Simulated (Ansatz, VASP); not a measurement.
**One calculation of SiC, two programs**

```
Si C
1.0
     2.98663    0.00000    0.00000
    -1.49331    2.66649    0.00000
     0.00000    0.00000   20.14600
Si C
8 8
Direct
  0.33333 0.66667 0.25011
  0.66667 0.33333 0.75011
  0.33333 0.66667 0.62500
  0.66667 0.33333 0.12500
  0.00000 0.00000 0.00010
  0.00000 0.00000 0.50010
  0.33333 0.66667 0.87518
  0.66667 0.33333 0.37518
  0.33333 0.66667 0.96891
  0.66667 0.33333 0.46891
  0.00000 0.00000 0.09387
  0.00000 0.00000 0.59387
  0.33333 0.66667 0.34412
  0.66667 0.33333 0.84412
  0.33333 0.66667 0.71872
  0.66667 0.33333 0.21872
```

Change from the starting cell: x stretched by -3 %.

Alike in both runs: task electric field gradients; functional PBE; k mesh 10 × 10 × 2; occupations fermi-dirac, width 0.02 eV; no spin polarisation.

|  | VASP | Ansatz |
| --- | --- | --- |
| version | VASP 6.6.1 | Ansatz 0.2.0 |
| potentials or method | VASP PAW PBE potentials, release 64 (Si, C) | plane-wave PAW, scalar-relativistic |
| plane-wave cutoff (eV) | 520 | 420 |
| valence electrons in the cell | 64 | 64 |

VASP gave:

- gap on the k mesh at the Fermi level (eV): 1.56
- pressure (GPa): 10.9
- traceless stress, the component that is largest in VASP (GPa): 10.88
- rms of the force components (eV/Å): 0.188
- size of Vzz on the site where it differs most (V/Å²): 9.8

Question: What did Ansatz give for the same quantities?

Answer: gap on the k mesh at the Fermi level (eV): 1.56; pressure (GPa): 10.9; traceless stress, the component that is largest in VASP (GPa): 10.81; rms of the force components (eV/Å): 0.189; size of Vzz on the site where it differs most (V/Å²): 9.2.

Atom by atom the forces differ by 0.002 eV/Å (rms over components).
